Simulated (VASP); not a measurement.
Input of a VASP 6.6.1 run:

The input INCAR:

```
PREC = Accurate
ENCUT = 520
EDIFF = 1E-7
ISMEAR = -1
SIGMA = 0.13605693000000002
LREAL = F
LASPH = T
NELM = 80
ALGO = Normal
ISIF = 2
LWAVE = F
LCHARG = T
GGA = CA
LELF = T
LVHAR = T
NBANDS = 18
```

KPOINTS

```
Automatic mesh
0
Gamma
  8 8 8
```

Contents of POSCAR:

```
Sc
1.0
    0.0000000000      3.0149622896      3.0149622896
    3.0149622896      0.0000000000      3.0149622896
    3.0149622896      3.0149622896      0.0000000000
Sc
2
Direct
    0.0000000000      0.0000000000      0.0000000000
    0.2500000000      0.2500000000      0.2500000000
```

Potentials or basis: VASP PAW LDA potentials, release 64 (Sc_sv).

The run is started by

```sh
$ cat potpaw_LDA.64/Sc_sv/POTCAR > POTCAR
$ mpirun -np 1 vasp_std > vasp.out
```

**Question.** Predict the band gap on the k mesh.

**Answer.** Zero (bands 11 and 12 overlap by 0.68 eV).

**Question.** Predict the pressure.

**Answer.** 0.0 GPa.
